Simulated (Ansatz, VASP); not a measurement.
## Si: VASP beside Ansatz

```
CELL_PARAMETERS angstrom
-2.29515 2.41495 1.30001
2.29515 -2.41495 1.30001
2.29515 2.41495 -1.30001
ATOMIC_POSITIONS crystal
Si 0.80700 0.55700 0.25000
Si 0.19300 0.44300 0.75000
```

Change from the starting cell: volume scaled by 1.06.

Alike in both runs: task single point; functional LDA; k mesh 16 × 16 × 16; occupations fermi-dirac, width 0.05 eV; no spin polarisation.

```csv
,VASP,Ansatz
version,VASP 6.6.1,Ansatz 0.2.0
potentials or method,"VASP PAW LDA potentials, release 64 (Si), cutoff 520 eV","all-electron LAPW, scalar-relativistic"
```

Ansatz gave:

```
pressure (GPa)                                                : 2.4
traceless stress, the component that is largest in VASP (GPa) : 0.63
rms of the force components (eV/Å)                            : 0.035
```

**Question.** What did VASP give for the same quantities?

**Answer.** Pressure (GPa): 2.5; traceless stress, the component that is largest in VASP (GPa): 0.66; rms of the force components (eV/Å): 0.035.

LDA's correlation is that of Perdew and Zunger in VASP and of Perdew and Wang (1992) in Ansatz. Atom by atom the forces differ by 0.000 eV/Å (rms over components). Ansatz ran all-electron here, and VASP with PAW potentials.
